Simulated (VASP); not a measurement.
Al2O3, 5 atoms in the cell. It takes space group P-6m2 (No. 187, hexagonal). Conventional cell: a = 2.884 Å, b = 2.884 Å, c = 9.337 Å, α = 90.00°, β = 90.00°, γ = 120.00°. Within 2.4 Å of Al (site symmetry 3m) lie 6 O at 1.80 to 2.18 Å. Within 2.4 Å of O (site symmetry 3m) lie 3 Al at 1.80 Å. O (site symmetry -6m2) has 6 Al at 2.18 Å and 12 O at 2.66 to 2.88 Å within 2.9 Å. 

* Program: VASP 6.6.1
* Task: single point
* Functional: PBE
* Potentials or basis: VASP PAW PBE potentials, release 64 (Al, O)
* Cutoff: 520 eV
* k mesh: 11 × 11 × 3
* Occupations: gaussian, width 0.015 eV
* Spin: no spin polarisation
* Dipole correction: no
* Further INCAR settings: ALGO = Normal; EDIFF = 1e-07; NBANDS = 20

Potentials or basis: VASP PAW PBE potentials, release 64 (Al, O).

Run with:

```console
$ cat potpaw_PBE.64/Al/POTCAR potpaw_PBE.64/O/POTCAR > POTCAR
$ mpirun -np 1 vasp_std > vasp.out
```

Hardware: 1 thread of Intel(R) Xeon(R) Platinum 8488C (Sapphire Rapids) (shared host).

**Question.** How long does it take, and how much memory?

**Answer.** Wall time 26 s on 1 thread of Intel(R) Xeon(R) Platinum 8488C (Sapphire Rapids), on a shared host, peak memory 0.19 GiB. Counts: scf iterations 16, k points 32.
